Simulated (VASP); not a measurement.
Wanted: the native input for a VASP 6.6.1 run.

```
Task                   : single point
Functional             : r2SCAN
Potentials or basis    : VASP PAW PBE potentials, release 64 (Pt)
Cutoff                 : 550 eV
k mesh                 : 7 × 7 × 7
Occupations            : fermi-dirac, width 0.1 eV
Spin                   : no spin polarisation
Dipole correction      : no
Further INCAR settings : ALGO = Normal; EDIFF = 1e-06; NBANDS = 11
```

The system is Pt.

```xyz
1
Lattice="-1.5704 1.5704 1.5704 1.5704 -1.5704 1.5704 1.5704 1.5704 -1.5704" Properties=species:S:1:pos:R:3 pbc="T T T"
Pt    0.0000    0.0000    0.0000
```

These files were run (other wordings do the same):

POSCAR

```
Pt
1.0
   -1.5704377197      1.5704377197      1.5704377197
    1.5704377197     -1.5704377197      1.5704377197
    1.5704377197      1.5704377197     -1.5704377197
Pt
1
Direct
    0.0000000000      0.0000000000      0.0000000000
```

INCAR.step1

```
PREC = Accurate
ENCUT = 550
ISMEAR = -1
SIGMA = 0.1
LREAL = F
LASPH = T
NELM = 120
NBANDS = 11
GGA = PE
ALGO = Normal
EDIFF = 1E-5
LWAVE = T
LCHARG = F
GGA_COMPAT = F
```

INCAR.step2

```
PREC = Accurate
ENCUT = 550
EDIFF = 1E-6
ISMEAR = -1
SIGMA = 0.1
LREAL = F
LASPH = T
NELM = 120
ALGO = Normal
ISIF = 2
LWAVE = F
LCHARG = F
METAGGA = R2SCAN
LMIXTAU = T
NBANDS = 11
ISTART = 1
GGA_COMPAT = F
```

KPOINTS

```
regular mesh
0
Gamma
  7 7 7
```

Potentials or basis: VASP PAW PBE potentials, release 64 (Pt).

Launch:

```bash
$ cat potpaw_PBE.64/Pt/POTCAR > POTCAR
$ cp INCAR.step1 INCAR
$ mpirun -np 1 vasp_std > vasp.out
$ cp INCAR.step2 INCAR
$ mpirun -np 1 vasp_std > vasp.out
```

It gave:

```
Pressure               : -0.6 GPa
Band gap on the k mesh : zero (band 5 reaches 10.95 eV, above the bottom of band 6 at 9.14 eV)
```

Caveat: the k points lie up to 0.40 Å⁻¹ apart; the PAW data sets were made with another functional, which shifts forces and pressure a little; spin-orbit coupling is left out, which moves the levels of the heavy elements.

Run time: 37 s on 1 thread of AMD EPYC 7R13, on a shared host, peak memory 0.12 GiB.
